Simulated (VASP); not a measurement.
Input of a VASP 6.6.1 run:

Contents of INCAR:

```
PREC = Accurate
ENCUT = 500
EDIFF = 1E-6
ISMEAR = 0
SIGMA = 0.05
LREAL = False
LASPH = True
NELM = 120
ALGO = Normal
ISIF = 2
LWAVE = False
LCHARG = False
GGA = PE
NBANDS = 12
GGA_COMPAT = False
```

The input KPOINTS:

```
Automatic mesh
0
Gamma
  20 20 20
```

File POSCAR:

```
Cr
1.0
    0.0000000000      1.8106427997      1.8106427997
    1.8106427997      0.0000000000      1.8106427997
    1.8106427997      1.8106427997      0.0000000000
Cr
1
Direct
    0.0000000000      0.0000000000      0.0000000000
```

Potentials or basis: VASP PAW PBE potentials, release 64 (Cr_pv).

The run is started by

```sh
$ cat potpaw_PBE.64/Cr_pv/POTCAR > POTCAR
$ mpirun -np 1 vasp_std > vasp.out
```

Estimate the band gap on the k mesh.

zero (band 6 reaches 12.85 eV, above the bottom of band 7 at 9.92 eV).

What does it give for the pressure?

-0.6 GPa.

Caveat: the run has no spin polarisation, though such a crystal can be magnetic. Spin polarisation is off, so any magnetic state and its effect on volume and gap are missing.
